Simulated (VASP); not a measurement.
# AlCu3 (Fm-3m) in VASP: single point with PBEsol

Aim: the single point of AlCu3 with PBEsol.

All numbers are computed with VASP 6.6.1; they aren't measurements. Logs are shortened: lines on timing, memory, paths and dates and some standing lists are left out, and cuts for length are marked.

### 1 The cell of the first run

Symmetry: Fm-3m, No. 225, cubic system. Conventional cell: a = 5.776 Å, b = 5.776 Å, c = 5.776 Å, α = 90.00°, β = 90.00°, γ = 90.00°. Within 3.3 Å of Al (site symmetry m-3m) lie 14 Cu at 2.50 to 2.89 Å. Within 3.3 Å of Cu (site symmetry m-3m) lie 8 Cu at 2.50 Å and 6 Al at 2.89 Å. Within 3.3 Å of Cu (site symmetry -43m) lie 4 Al at 2.50 Å and 10 Cu at 2.50 to 2.89 Å.

### 2 Single point, PBEsol, collinear spin, zero start

Input file INCAR:

```
SYSTEM = AlCu3
ALGO = Normal ; EDIFF = 1E-7
ENCUT = 520 ; GGA = PS
ISIF = 2 ; ISMEAR = 0
ISPIN = 2 ; LASPH = .TRUE.
LCHARG = .TRUE. ; LELF = .TRUE.
LMAXMIX = 4 ; LORBIT = 11
LREAL = .FALSE. ; LVHAR = .TRUE.
LWAVE = .FALSE. ; MAGMOM = 0 0 0 0
NBANDS = 30 ; NELM = 150
PREC = Accurate ; SIGMA = 0.1
```

Input file KPOINTS:

```
k-points
0
G
  7 7 7
  0 0 0
```

Input file POSCAR:

```
AlCu3
1.0
    4.0842640000      0.0000000000      0.0000000000
    2.0421320000      3.5370763798      0.0000000000
    2.0421320000      1.1790254599      3.3347875916
Al Cu
1 3
Direct
    0.0000000000      0.0000000000      0.0000000000
    0.5000000000      0.5000000000      0.5000000000
    0.2500000000      0.2500000000      0.2500000000
    0.7500000000      0.7500000000      0.7500000000
```

Potentials or basis: VASP PAW PBE potentials, release 64 (Al, Cu).

Started as:

```
$ cat potpaw_PBE.64/Al/POTCAR potpaw_PBE.64/Cu/POTCAR > POTCAR
$ mpirun -np 1 vasp_std > vasp.out
```

OUTCAR:

```text
SYSTEM = AlCu3
   EDIFF = 1E-7
   ENCUT = 520
   GGA = PS
   ISIF = 2
   ISMEAR = 0
   ISPIN = 2
   LASPH = .TRUE.
   LORBIT = 11
   LREAL = .FALSE.
   NELM = 150
   PREC = Accurate

 ion  position               nearest neighbor table
   1  0.000  0.000  0.000-   4 2.50   3 2.50   4 2.50   3 2.50   3 2.50   4 2.50   3 2.50   4 2.50
                             2 2.89   2 2.89   2 2.89   2 2.89   2 2.89   2 2.89
   2  0.500  0.500  0.500-   3 2.50   4 2.50   3 2.50   4 2.50   3 2.50   4 2.50   4 2.50   3 2.50
                             1 2.89   1 2.89   1 2.89   1 2.89   1 2.89   1 2.89
   3  0.250  0.250  0.250-   1 2.50   2 2.50   1 2.50   2 2.50   1 2.50   2 2.50   2 2.50   1 2.50

   4  0.750  0.750  0.750-   2 2.50   1 2.50   2 2.50   1 2.50   1 2.50   2 2.50   1 2.50   2 2.50

  LATTYP: Found a face centered cubic cell.
 ALAT       =     5.7760215412

  Lattice vectors:

 A1 = (   4.0842640000,   0.0000000000,   0.0000000000)
 A2 = (   2.0421320000,   3.5370763798,   0.0000000000)
 A3 = (   2.0421320000,   1.1790254599,   3.3347875916)

Analysis of symmetry for initial positions (statically):
=====================================================================
 Subroutine PRICEL returns:
 Original cell was already a primitive cell.

 Routine SETGRP: Setting up the symmetry group for a
 face centered cubic supercell.

 Subroutine GETGRP returns: Found 48 space group operations
 (whereof 48 operations were pure point group operations)
 out of a pool of 48 trial point group operations.

The static configuration has the point symmetry O_h .

Analysis of symmetry for dynamics (positions and initial velocities):
=====================================================================
 Subroutine PRICEL returns:
 Original cell was already a primitive cell.

 Routine SETGRP: Setting up the symmetry group for a
 face centered cubic supercell.

 Subroutine GETGRP returns: Found 48 space group operations
 (whereof 48 operations were pure point group operations)
 out of a pool of 48 trial point group operations.

The dynamic configuration has the point symmetry O_h .

Analysis of structural, dynamic, and magnetic symmetry:
=====================================================================
 Subroutine PRICEL returns:
 Original cell was already a primitive cell.

 Routine SETGRP: Setting up the symmetry group for a
 face centered cubic supercell.

 Subroutine GETGRP returns: Found 48 space group operations
 (whereof 48 operations were pure point group operations)
 out of a pool of 48 trial point group operations.

The overall configuration has the point symmetry O_h .

 Subroutine INISYM returns: Found 48 space group operations
 (whereof 48 operations are pure point group operations),
 and found     1 'primitive' translations

----------------------------------------------------------------------------------------

                                     Primitive cell

  volume of cell :      48.1755

  direct lattice vectors                    reciprocal lattice vectors
     4.084264000  0.000000000  0.000000000     0.244842155 -0.141359684 -0.099956391
     2.042132000  3.537076380  0.000000000     0.000000000  0.282719368 -0.099956391
     2.042132000  1.179025460  3.334787592     0.000000000  0.000000000  0.299869174

  length of vectors
     4.084264000  4.084264000  4.084264000     0.299869174  0.299869174  0.299869174

  position of ions in fractional coordinates (direct lattice)
     0.000000000  0.000000000  0.000000000
     0.500000000  0.500000000  0.500000000
     0.250000000  0.250000000  0.250000000
     0.750000000  0.750000000  0.750000000

  ion indices of the primitive-cell ions
   primitive index   ion index
                 1           1
                 2           2
                 3           3
                 4           4

----------------------------------------------------------------------------------------

 KPOINTS: k-points

Automatic generation of k-mesh.
 Grid dimensions read from file:
 generate k-points for:    7    7    7

 Generating k-lattice:

  Cartesian coordinates                     Fractional coordinates (reciprocal lattice)
     0.034977451 -0.020194241 -0.014279484     0.142857143  0.000000000 -0.000000000
     0.000000000  0.040388481 -0.014279484     0.000000000  0.142857143 -0.000000000
     0.000000000  0.000000000  0.042838453     0.000000000  0.000000000  0.142857143

  Length of vectors
     0.042838453  0.042838453  0.042838453

  Shift w.r.t. Gamma in fractional coordinates (k-lattice)
     0.000000000  0.000000000  0.000000000

 Subroutine IBZKPT returns following result:
 ===========================================

 Found     20 irreducible k-points:

 Following reciprocal coordinates:
            Coordinates               Weight
  0.000000  0.000000  0.000000      1.000000
  0.142857 -0.000000 -0.000000      8.000000
  0.285714  0.000000  0.000000      8.000000
  0.428571 -0.000000 -0.000000      8.000000
  0.142857  0.142857  0.000000      6.000000
  0.285714  0.142857  0.000000     24.000000
[... 12 lines left out ...]
 -0.428571  0.428571  0.142857     24.000000
 -0.285714  0.428571  0.142857     24.000000
   k-points           NKPTS =     20   k-points in BZ     NKDIM =     20   number of bands    NBANDS=     30
   number of dos      NEDOS =    301   number of ions     NIONS =      4
   total plane-waves  NPLWV =  27000
   dimension x,y,z NGX =    30 NGY =   30 NGZ =   30
   dimension x,y,z NGXF=    60 NGYF=   60 NGZF=   60
   ions per type =               1   3
   NGX,Y,Z   is equivalent  to a cutoff of  12.21, 12.21, 12.21 a.u.
   NGXF,Y,Z  is equivalent  to a cutoff of  24.42, 24.42, 24.42 a.u.
 SYSTEM =  AlCu3
   PREC   = accura    normal or accurate (medium, high low for compatibility)
   ISTART =      0    job   : 0-new  1-cont  2-samecut
   ICHARG =      2    charge: 1-file 2-atom 10-const
   ISPIN  =      2    spin polarized calculation?
   LNONCOLLINEAR =      F non collinear calculations
   LSORBIT =      F    spin-orbit coupling
   LASPH  =      T    aspherical Exc in radial PAW
   ENCUT  =  520.0 eV  38.22 Ry    6.18 a.u.   7.59  7.59  7.59*2*pi/ulx,y,z
   NELM   =    150;   NELMIN=  2; NELMDL= -5     # of ELM steps
   EDIFF  = 0.1E-06   stopping-criterion for ELM
   LREAL  =      F    real-space projection
   EDIFFG = 0.1E-05   stopping-criterion for IOM
   NSW    =      0    number of steps for IOM
   IBRION =     -1    ionic relax: 0-MD 1-quasi-New 2-CG
   NFREE  =      0    steps in history (QN), initial steepest desc. (CG)
   ISIF   =      2    stress and relaxation
   ISYM   =      2    0-nonsym 1-usesym 2-fastsym
   POTIM  = 0.5000    time-step for ionic-motion
   TEBEG  =    0.0;   TEEND  =   0.0 temperature during run
   PSTRESS=    0.0 pullay stress
   NELECT =      36.0000    total number of electrons
   NUPDOWN=      -1.0000    fix difference up-down
   EMIN   =  10.00;   EMAX   =-10.00  energy-range for DOS
   EFERMI =   0.00;   METHOD = LEGACY
   ISMEAR =     0;   SIGMA  =   0.10  broadening in eV -4-tet -1-fermi 0-gaus
   EFERMI_NEDOS =   21; number of points for ismear=-14 and -15
   IALGO  =     38    algorithm
   IMIX   =      4    mixing-type and parameters
     AMIX     =   0.40;   BMIX     =  1.00
     AMIX_MAG =   1.60;   BMIX_MAG =  1.00
  volume/ion in A,a.u.               =      12.04        81.28
  Fermi-wavevector in a.u.,A,eV,Ry     =   1.485594  2.807366 30.027923  2.206990
  Thomas-Fermi vector in A             =   2.598986
   LORBIT       =     11    0 simple, 1 ext, 2 COOP (PROOUT), +10 PAW based schemes
   GGA     = PS    functional components
   LHFCALC =     F    Hartree Fock is set to
   AEXX    =    0.0000 exact exchange contribution
   IVDW    =     0    specifies the selected vdW correction
   LEPSILON=     F    determine dielectric tensor
   LRPA    =     F    only Hartree local field effects (RPA)
 spin polarized calculation
 Gauss-broadening in eV      SIGMA  =   0.10
  energy-cutoff  :      520.00
  volume of cell :       48.18
 maximum number of plane-waves:      1313
   NGX = 15   NGY = 15   NGZ = 15

 number of electron      35.9999973 magnetization       0.0000005

 number of electron      35.9999973 magnetization      -0.0000005

 Free energy of the ion-electron system (eV)
  ---------------------------------------------------
  ext. energy  EPLUGINS =         0.00000000
  ---------------------------------------------------
  free energy    TOTEN  =       -17.75616651 eV

  energy without entropy =      -17.75357685  energy(sigma->0) =      -17.75487168

 E-fermi :   8.6425     XC(G=0): -12.4728

 val. band max:        8.4126803438   @ k =   0.2857   0.2857   0.0000
 cond. band min:       8.7126063383   @ k =  -0.2857   0.1429  -0.0000
 fundamental gap:      0.2999259945
 Fermi energy:         8.6424684190

 spin component 1

 k-point     1 :       0.0000    0.0000    0.0000
  band No.  band energies     occupation
      1      -2.0859      1.00000
      2       3.8158      1.00000
      3       3.8158      1.00000
      4       3.8996      1.00000
      5       3.8996      1.00000
      6       3.8996      1.00000
[... 649 lines left out ...]
     29      23.4277      0.00000
     30      25.0591      0.00000
 Fermi energy:         8.6424684190

 spin component 2

 k-point     1 :       0.0000    0.0000    0.0000
  band No.  band energies     occupation
      1      -2.0859      1.00000
      2       3.8158      1.00000
      3       3.8158      1.00000
      4       3.8996      1.00000
      5       3.8996      1.00000
      6       3.8996      1.00000
[... 649 lines left out ...]
     29      23.4277      0.00000
     30      25.0591      0.00000

------------------------ aborting loop because EDIFF is reached ----------------------------------------

  FORCE on cell =-STRESS in cart. coord.  units (eV):
  Direction    XX          YY          ZZ          XY          YZ          ZX
  --------------------------------------------------------------------------------------
  -------------------------------------------------------------------------------------
  Total       -0.1210622     -0.1210622     -0.1210622      0.0000000      0.0000000     -0.0000000
  in kB       -4.0261755     -4.0261755     -4.0261755      0.0000000      0.0000000     -0.0000000
  external PRESSURE =      -4.0261755 kB  Pullay stress =       0.0000000 kB

 VOLUME and BASIS-vectors are now :
 -----------------------------------------------------------------------------
  energy-cutoff  :      520.00
  volume of cell :       48.18
      direct lattice vectors                 reciprocal lattice vectors
     4.084264000  0.000000000  0.000000000     0.244842155 -0.141359684 -0.099956391
     2.042132000  3.537076380  0.000000000     0.000000000  0.282719368 -0.099956391
     2.042132000  1.179025460  3.334787592     0.000000000  0.000000000  0.299869174

 POSITION                                       TOTAL-FORCE (eV/Angst)
 -----------------------------------------------------------------------------------
      0.00000      0.00000      0.00000         0.000000     -0.000000      0.000000
      4.08426      2.35805      1.66739         0.000000     -0.000000      0.000000
      2.04213      1.17903      0.83370        -0.000000      0.000000      0.000000
      6.12640      3.53708      2.50109         0.000000      0.000000     -0.000000
 -----------------------------------------------------------------------------------
    total drift:                               -0.000000      0.000000      0.000000

  FREE ENERGIE OF THE ION-ELECTRON SYSTEM (eV)
  ---------------------------------------------------
  free  energy   TOTEN  =       -17.7561665126 eV

  energy  without entropy=      -17.7535768467  energy(sigma->0) =      -17.75487168

 total charge

# of ion       s       p       d       tot
------------------------------------------
    1        0.388   0.395   0.000   0.783
    2        0.442   0.437   9.163  10.043
    3        0.464   0.458   9.162  10.084
    4        0.464   0.458   9.162  10.084
--------------------------------------------------
tot          1.758   1.748  27.488  30.994

 magnetization (x)

# of ion       s       p       d       tot
------------------------------------------
    1       -0.000  -0.000   0.000  -0.000
    2        0.000   0.000  -0.000  -0.000
    3        0.000   0.000  -0.000  -0.000
    4        0.000   0.000  -0.000  -0.000
--------------------------------------------------
tot         -0.000   0.000  -0.000  -0.000
```

Wall time 70 s (1 thread of Intel Xeon Platinum 8488C (Sapphire Rapids), shared host); peak memory 0.21 GiB.

Results:

- Free energy: -17.7562 eV
- Pressure: -0.4 GPa
- Band gap on the k mesh: zero (filled and empty bands overlap)
- Net moment: 0.00 μB per cell
- Valence electrons inside the program's atomic spheres: Al 0.78; Cu 10.04, 10.08

Caveat: the PAW data sets were made with another functional, which shifts forces and pressure a little.
